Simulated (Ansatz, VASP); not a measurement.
**Hf in VASP and in Ansatz**

```
Hf
1.0
     3.13144    0.00000    0.00000
    -1.56572    2.71191    0.00000
     0.00000    0.00000    4.95455
Hf
2
Direct
  0.66667 0.33333 0.75000
  0.33333 0.66667 0.25000
```

Alike in both runs: task single point; functional PBE0; k mesh 6 × 6 × 4; occupations fermi-dirac, width 0.05 eV; no spin polarisation.

|  | VASP | Ansatz |
| --- | --- | --- |
| version | VASP 6.6.1 | Ansatz 0.2.0 |
| potentials or method | VASP PAW PBE potentials, release 64 (Hf_pv) | Ansatz PAW |
| plane-wave cutoff (eV) | 520 | 420 |
| valence electrons in the cell | 20 | 52 |

Ansatz gave:

- gap on the k mesh at the Fermi level (eV): none
- pressure (GPa): 10.4
- traceless stress, the component that is largest in VASP (GPa): 0.76

Task: Which values does VASP return?

Result: gap on the k mesh at the Fermi level (eV): none; pressure (GPa): 7.5; traceless stress, the component that is largest in VASP (GPa): 0.09.

A gap of «none» marks a metal or a gap that the smearing closes. VASP's potentials hold 20 valence electrons a cell and Ansatz's 52, so a difference there can come from the potentials and not from the codes.

The k mesh is coarse, so the values compare programs but aren't converged. Neither program's run includes spin-orbit coupling.
